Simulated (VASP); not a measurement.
# Zn (Pm-3m) in VASP: a series of runs

The runs below take Zn through single point, with r2SCAN.

All numbers are computed with VASP 6.6.1; they aren't measurements. Logs are shortened: lines on timing, memory, paths and dates and some standing lists are left out, and cuts for length are marked.

## Step 1: The cell of the first run

It takes space group Pm-3m (No. 221, cubic). The conventional cell has a = 2.648 Å, b = 2.648 Å, c = 2.648 Å, α = 90.00°, β = 90.00°, γ = 90.00°. Within 3.5 Å of Zn (site symmetry m-3m) lie 6 Zn at 2.65 Å.

This isn't the form of Zn at room conditions, which is hcp.

## Step 2: Single point, r2SCAN (18.57 Å³/atom)

The input, POSCAR:

```
Zn
1.0
    2.6482308739      0.0000000000      0.0000000000
    0.0000000000      2.6482308739      0.0000000000
    0.0000000000      0.0000000000      2.6482308739
Zn
1
Direct
    0.0000000000      0.0000000000      0.0000000000
```

The input, INCAR.step1:

```
SYSTEM = Zn
ALGO = Normal ; EDIFF = 1E-5
ENCUT = 550 ; GGA = PE
GGA_COMPAT = .False. ; ISMEAR = -1
LASPH = .True. ; LCHARG = .False.
LREAL = .False. ; LWAVE = .True.
NBANDS = 12 ; NELM = 120
PREC = Accurate ; SIGMA = 0.1
```

The input, INCAR.step2:

```
SYSTEM = Zn
ALGO = Normal ; EDIFF = 1E-6
ENCUT = 550 ; GGA_COMPAT = .False.
ISIF = 2 ; ISMEAR = -1
ISTART = 1 ; LASPH = .True.
LCHARG = .False. ; LMIXTAU = .True.
LREAL = .False. ; LWAVE = .False.
METAGGA = R2SCAN ; NBANDS = 12
NELM = 120 ; PREC = Accurate
SIGMA = 0.1
```

The input, KPOINTS:

```
k-points
0
Gamma
  14 14 14
  0 0 0
```

Potentials or basis: VASP PAW PBE potentials, release 64 (Zn).

The run is started by

```bash
> cat potpaw_PBE.64/Zn/POTCAR > POTCAR
> cp INCAR.step1 INCAR
> mpirun -np 1 vasp_std > vasp.out
> cp INCAR.step2 INCAR
> mpirun -np 1 vasp_std > vasp.out
```

OUTCAR:

```text
SYSTEM = Zn
   EDIFF = 1E-6
   ENCUT = 550
   ISIF = 2
   ISMEAR = -1
   ISTART = 1
   LASPH = .True.
   LREAL = .False.
   METAGGA = R2SCAN
   NELM = 120
   PREC = Accurate

 ion  position               nearest neighbor table
   1  0.000  0.000  0.000-

  LATTYP: Found a simple cubic cell.
 ALAT       =     2.6482308739

  Lattice vectors:

 A1 = (   2.6482308739,   0.0000000000,   0.0000000000)
 A2 = (   0.0000000000,   2.6482308739,   0.0000000000)
 A3 = (   0.0000000000,   0.0000000000,   2.6482308739)

Analysis of symmetry for initial positions (statically):
=====================================================================
 Subroutine PRICEL returns:
 Original cell was already a primitive cell.

 Routine SETGRP: Setting up the symmetry group for a
 simple cubic supercell.

 Subroutine GETGRP returns: Found 48 space group operations
 (whereof 48 operations were pure point group operations)
 out of a pool of 48 trial point group operations.

The static configuration has the point symmetry O_h .

Analysis of symmetry for dynamics (positions and initial velocities):
=====================================================================
 Subroutine PRICEL returns:
 Original cell was already a primitive cell.

 Routine SETGRP: Setting up the symmetry group for a
 simple cubic supercell.

 Subroutine GETGRP returns: Found 48 space group operations
 (whereof 48 operations were pure point group operations)
 out of a pool of 48 trial point group operations.

The dynamic configuration has the point symmetry O_h .

 Subroutine INISYM returns: Found 48 space group operations
 (whereof 48 operations are pure point group operations),
 and found     1 'primitive' translations

----------------------------------------------------------------------------------------

                                     Primitive cell

  volume of cell :      18.5724

  direct lattice vectors                    reciprocal lattice vectors
     2.648230874  0.000000000  0.000000000     0.377610581  0.000000000  0.000000000
     0.000000000  2.648230874  0.000000000     0.000000000  0.377610581  0.000000000
     0.000000000  0.000000000  2.648230874     0.000000000  0.000000000  0.377610581

  length of vectors
     2.648230874  2.648230874  2.648230874     0.377610581  0.377610581  0.377610581

  position of ions in fractional coordinates (direct lattice)
     0.000000000  0.000000000  0.000000000

  ion indices of the primitive-cell ions
   primitive index   ion index
                 1           1

----------------------------------------------------------------------------------------

 KPOINTS: k-points

Automatic generation of k-mesh.
 Grid dimensions read from file:
 generate k-points for:   14   14   14

 Generating k-lattice:

  Cartesian coordinates                     Fractional coordinates (reciprocal lattice)
     0.026972184  0.000000000  0.000000000     0.071428571  0.000000000  0.000000000
     0.000000000  0.026972184  0.000000000     0.000000000  0.071428571  0.000000000
     0.000000000  0.000000000  0.026972184     0.000000000  0.000000000  0.071428571

  Length of vectors
     0.026972184  0.026972184  0.026972184

  Shift w.r.t. Gamma in fractional coordinates (k-lattice)
     0.000000000  0.000000000  0.000000000

 Subroutine IBZKPT returns following result:
 ===========================================

 Found    120 irreducible k-points:

 Following reciprocal coordinates:
            Coordinates               Weight
  0.000000  0.000000  0.000000      1.000000
  0.071429  0.000000  0.000000      6.000000
  0.142857  0.000000  0.000000      6.000000
  0.214286  0.000000  0.000000      6.000000
  0.285714  0.000000  0.000000      6.000000
  0.357143  0.000000  0.000000      6.000000
[... 16 lines left out ...]
  0.285714  0.214286  0.000000     24.000000
  0.357143  0.214286  0.000000     24.000000
 [... further k-points ...]
   k-points           NKPTS =    120   k-points in BZ     NKDIM =    120   number of bands    NBANDS=     12
   number of dos      NEDOS =    301   number of ions     NIONS =      1
   total plane-waves  NPLWV =   8000
   dimension x,y,z NGX =    20 NGY =   20 NGZ =   20
   dimension x,y,z NGXF=    40 NGYF=   40 NGZF=   40
   ions per type =               1
   NGX,Y,Z   is equivalent  to a cutoff of  12.56, 12.56, 12.56 a.u.
   NGXF,Y,Z  is equivalent  to a cutoff of  25.11, 25.11, 25.11 a.u.
 SYSTEM =  Zn
   PREC   = accura    normal or accurate (medium, high low for compatibility)
   ISTART =      1    job   : 0-new  1-cont  2-samecut
   ICHARG =      0    charge: 1-file 2-atom 10-const
   ISPIN  =      1    spin polarized calculation?
   LNONCOLLINEAR =      F non collinear calculations
   LSORBIT =      F    spin-orbit coupling
   LASPH  =      T    aspherical Exc in radial PAW
   ENCUT  =  550.0 eV  40.42 Ry    6.36 a.u.   5.06  5.06  5.06*2*pi/ulx,y,z
   NELM   =    120;   NELMIN=  2; NELMDL=  0     # of ELM steps
   EDIFF  = 0.1E-05   stopping-criterion for ELM
   LREAL  =      F    real-space projection
   EDIFFG = 0.1E-04   stopping-criterion for IOM
   NSW    =      0    number of steps for IOM
   IBRION =     -1    ionic relax: 0-MD 1-quasi-New 2-CG
   NFREE  =      0    steps in history (QN), initial steepest desc. (CG)
   ISIF   =      2    stress and relaxation
   ISYM   =      2    0-nonsym 1-usesym 2-fastsym
   POTIM  = 0.5000    time-step for ionic-motion
   TEBEG  =    0.0;   TEEND  =   0.0 temperature during run
   PSTRESS=    0.0 pullay stress
   NELECT =      12.0000    total number of electrons
   NUPDOWN=      -1.0000    fix difference up-down
   EMIN   =  10.00;   EMAX   =-10.00  energy-range for DOS
   EFERMI =   0.00;   METHOD = LEGACY
   ISMEAR =    -1;   SIGMA  =   0.10  broadening in eV -4-tet -1-fermi 0-gaus
   EFERMI_NEDOS =   21; number of points for ismear=-14 and -15
   IALGO  =     38    algorithm
   IMIX   =      4    mixing-type and parameters
     AMIX     =   0.40;   BMIX     =  1.00
     AMIX_MAG =   1.60;   BMIX_MAG =  1.00
  volume/ion in A,a.u.               =      18.57       125.33
  Fermi-wavevector in a.u.,A,eV,Ry     =   1.415292  2.674514 27.253172  2.003052
  Thomas-Fermi vector in A             =   2.536746
   LORBIT       =      0    0 simple, 1 ext, 2 COOP (PROOUT), +10 PAW based schemes
   METAGGA = R2SCAN    functional components
   LHFCALC =     F    Hartree Fock is set to
   AEXX    =    0.0000 exact exchange contribution
   IVDW    =     0    specifies the selected vdW correction
   LEPSILON=     F    determine dielectric tensor
   LRPA    =     F    only Hartree local field effects (RPA)
 non-spin polarized calculation
  energy-cutoff  :      550.00
  volume of cell :       18.57
 maximum number of plane-waves:       555
   NGX = 11   NGY = 11   NGZ = 11

 number of electron      12.0000031 magnetization

 Free energy of the ion-electron system (eV)
  ---------------------------------------------------
  ext. energy  EPLUGINS =         0.00000000
  ---------------------------------------------------
  free energy    TOTEN  =        -8.59386235 eV

  energy without entropy =       -8.58238186  energy(sigma->0) =       -8.58812211

 E-fermi :   1.5025     XC(G=0): -11.3135

 val. band max:        1.4715518025   @ k =   0.4286   0.3571   0.2857
 cond. band min:       1.5119783993   @ k =   0.5000   0.2857   0.2857
 fundamental gap:      0.0404265969
 Fermi energy:         1.5025277030

 k-point     1 :       0.0000    0.0000    0.0000
  band No.  band energies     occupation
      1      -7.6527      2.00000
      2      -6.6294      2.00000
      3      -6.6294      2.00000
      4      -5.4948      2.00000
      5      -5.4948      2.00000
      6      -5.4948      2.00000
      7      14.2336      0.00000
      8      14.2336      0.00000
      9      14.2336      0.00000
     10      16.9372      0.00000
     11      16.9372      0.00000
     12      20.3969      0.00000

 k-point     2 :       0.0714    0.0000    0.0000
  band No.  band energies     occupation
      1      -7.5372      2.00000
      2      -6.6234      2.00000
      3      -6.5978      2.00000
      4      -5.5116      2.00000
      5      -5.5116      2.00000
      6      -5.4934      2.00000
      7      12.4225      0.00000
      8      14.3671      0.00000
      9      14.3671      0.00000
     10      17.0262      0.00000
     11      18.2810      0.00000
     12      21.1273      0.00000

 k-point     3 :       0.1429    0.0000    0.0000
  band No.  band energies     occupation
      1      -7.2152      2.00000
      2      -6.6064      2.00000
      3      -6.4828      2.00000
      4      -5.5583      2.00000
      5      -5.5583      2.00000
      6      -5.4895      2.00000
      7       9.7695      0.00000
      8      14.7624      0.00000
      9      14.7624      0.00000
     10      17.2953      0.00000
     11      19.2379      0.00000
     12      23.6014      0.00000
[... 286 lines left out ...]
 k-point    23 :       0.2857    0.2143    0.0000
  band No.  band energies     occupation
      1      -6.4954      2.00000
      2      -6.1213      2.00000
      3      -6.0196      2.00000
      4      -5.6807      2.00000
      5      -5.5993      2.00000
      6      -4.4374      2.00000
      7       5.6296      0.00000
      8       9.2741      0.00000
      9      17.4300      0.00000
     10      18.7449      0.00000
     11      20.5110      0.00000
     12      27.8616      0.00000

 k-point    24 :       0.3571    0.2143    0.0000
  band No.  band energies     occupation
      1      -6.4550      2.00000
      2      -6.1232      2.00000
      3      -5.9891      2.00000
      4      -5.7425      2.00000
      5      -5.5920      2.00000
      6      -3.3501      2.00000
      7       3.4633      0.00000
      8      10.1986      0.00000
      9      16.8458      0.00000
     10      18.4546      0.00000
     11      21.1692      0.00000
     12      26.3046      0.00000

 [... further k-points ...]
[... 5 lines left out ...]
  --------------------------------------------------------------------------------------
  -------------------------------------------------------------------------------------
  Total       -0.3949708     -0.3949708     -0.3949708     -0.0000000     -0.0000000     -0.0000000
  in kB      -34.0728208    -34.0728208    -34.0728208     -0.0000000     -0.0000000     -0.0000000
  external PRESSURE =     -34.0728208 kB  Pullay stress =       0.0000000 kB

 VOLUME and BASIS-vectors are now :
 -----------------------------------------------------------------------------
  energy-cutoff  :      550.00
  volume of cell :       18.57
      direct lattice vectors                 reciprocal lattice vectors
     2.648230874  0.000000000  0.000000000     0.377610581  0.000000000  0.000000000
     0.000000000  2.648230874  0.000000000     0.000000000  0.377610581  0.000000000
     0.000000000  0.000000000  2.648230874     0.000000000  0.000000000  0.377610581

 POSITION                                       TOTAL-FORCE (eV/Angst)
 -----------------------------------------------------------------------------------
      0.00000      0.00000      0.00000         0.000000      0.000000      0.000000
 -----------------------------------------------------------------------------------
    total drift:                               -0.000000      0.000000      0.000000

  FREE ENERGIE OF THE ION-ELECTRON SYSTEM (eV)
  ---------------------------------------------------
  free  energy   TOTEN  =        -8.5938623534 eV

  energy  without entropy=       -8.5823818633  energy(sigma->0) =       -8.58812211
```

Wall time 27 s (1 thread of Intel Xeon 6975P-C (Granite Rapids), shared host); peak memory 0.14 GiB.

Results:

* Free energy: -8.5939 eV
* Pressure: -3.4 GPa
* Band gap on the k mesh: zero (bands 6 and 7 overlap by 8.41 eV)

Levels at points of the mesh, in eV from the Fermi level:
```tsv
k point	band 2	band 3	band 4	band 5	band 6	band 7	band 8	band 9	band 10	band 11
(0.00, 0.00, 0.00)	-8.13	-8.13	-7.00	-7.00	-7.00	12.73	12.73	12.73	15.43	15.43
(0.50, 0.00, 0.00)	-7.91	-7.32	-7.32	-6.97	-2.97	-2.73	17.30	17.30	19.91	20.21
(0.50, 0.50, 0.00)	-7.82	-7.27	-7.27	-6.73	1.47	1.47	2.62	6.56	22.32	24.45
(0.50, 0.50, 0.50)	-7.87	-7.87	-6.71	-6.71	5.67	5.67	5.67	9.91	10.96	10.96
```

Caveat: the cell stands under tension; the PAW data sets were made with another functional, which shifts forces and pressure a little.

(Part 1 of 2 ends here.)

The gap in the log of VASP goes by the Fermi energy; the results here count the filled bands.